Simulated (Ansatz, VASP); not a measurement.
# Two plane-wave programs on In3P2

```xyz
10
Lattice="3.2583 1.8812 5.9307 -3.2583 1.8812 5.9307 0.0000 -3.7624 5.9307" Properties=species:S:1:pos:R:3 pbc="T T T"
In   -1.2626   -1.8812    7.4133
In    2.2605   -0.1528    7.4133
In   -0.9979    2.0341    7.4133
In    1.2626    1.8812   10.3787
In   -2.2605    0.1528   10.3787
In    0.9979   -2.0341   10.3787
P     0.0000    0.0000   15.1620
P     0.0000    0.0000   11.5260
P     0.0000    0.0000    2.6300
P     0.0000    0.0000    6.2660
```

Alike in both runs: task relaxation of cell and atoms; functional PBE; k mesh 3 × 3 × 3; occupations gaussian, width 0.1 eV; no spin polarisation.

|  | VASP | Ansatz |
| --- | --- | --- |
| version | VASP 6.6.1 | Ansatz 0.2.0 |
| potentials or method | VASP PAW PBE potentials, release 64 (In_d, P), cutoff 600 eV | scalar-relativistic, plane waves, PAW |
| valence electrons in the cell | 98 | 98 |

VASP gave:

| Quantity | Value |
| --- | --- |
| gap on the k mesh at the Fermi level, each at its own relaxed structure (eV) | 0.03 |
| relaxed volume (Å³/atom) | 26.47 |
| relaxed cell length with the largest relative difference (Å) | 7.362 |

Question: Which values does Ansatz return?

Answer: gap on the k mesh at the Fermi level, each at its own relaxed structure (eV): 0.03; relaxed volume (Å³/atom): 26.46; relaxed cell length with the largest relative difference (Å): 7.348.

Noted on VASP's run: the volume moved by over 15 % at a fixed basis, so the end points are rough.
